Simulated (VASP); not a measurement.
A run of VASP 6.6.1 is set up as follows.

POSCAR

```
GaN
1.0
    0.0000000000      2.2535006075      2.2535006075
    2.2535006075      0.0000000000      2.2535006075
    2.2535006075      2.2535006075      0.0000000000
Ga N
1 1
Direct
    0.0000000000      0.0000000000      0.0000000000
    0.2500000000      0.2500000000      0.2500000000
```

Contents of INCAR.step1:

```
  PREC = Accurate
  ENCUT = 520
  EDIFF = 1E-5
  ISMEAR = -1
  SIGMA = 0.05
  LREAL = False
  LASPH = True
  NELM = 80
  ALGO = Normal
  ISIF = 2
  LWAVE = True
  LCHARG = False
  GGA = PE
  NBANDS = 16
```

INCAR.step2

```
  PREC = Accurate
  ENCUT = 520
  EDIFF = 1E-7
  ISMEAR = -1
  SIGMA = 0.05
  LREAL = False
  LASPH = True
  NELM = 80
  ALGO = Normal
  ISIF = 2
  LWAVE = False
  LCHARG = False
  GGA = PE
  LHFCALC = True
  AEXX = 0.25
  HFSCREEN = 0.1
  PRECFOCK = Normal
  ISTART = 1
  NBANDS = 16
```

Contents of KPOINTS:

```
regular mesh
0
Gamma
  5 5 5
```

Potentials or basis: VASP PAW PBE potentials, release 64 (Ga_d, N).

Launch:

```console
$ cat potpaw_PBE.64/Ga_d/POTCAR potpaw_PBE.64/N/POTCAR > POTCAR
$ cp INCAR.step1 INCAR
$ mpirun -np 1 vasp_std > vasp.out
$ cp INCAR.step2 INCAR
$ mpirun -np 1 vasp_std > vasp.out
```

(1) What does it give for the pressure?

(2) What does it give for the band gap on the k mesh?

Answers

(1) -1.7 GPa.

(2) 3.33 eV, direct.

Caveat: the k points lie up to 0.48 Å⁻¹ apart; the PAW data sets were made with another functional, which shifts forces and pressure a little.
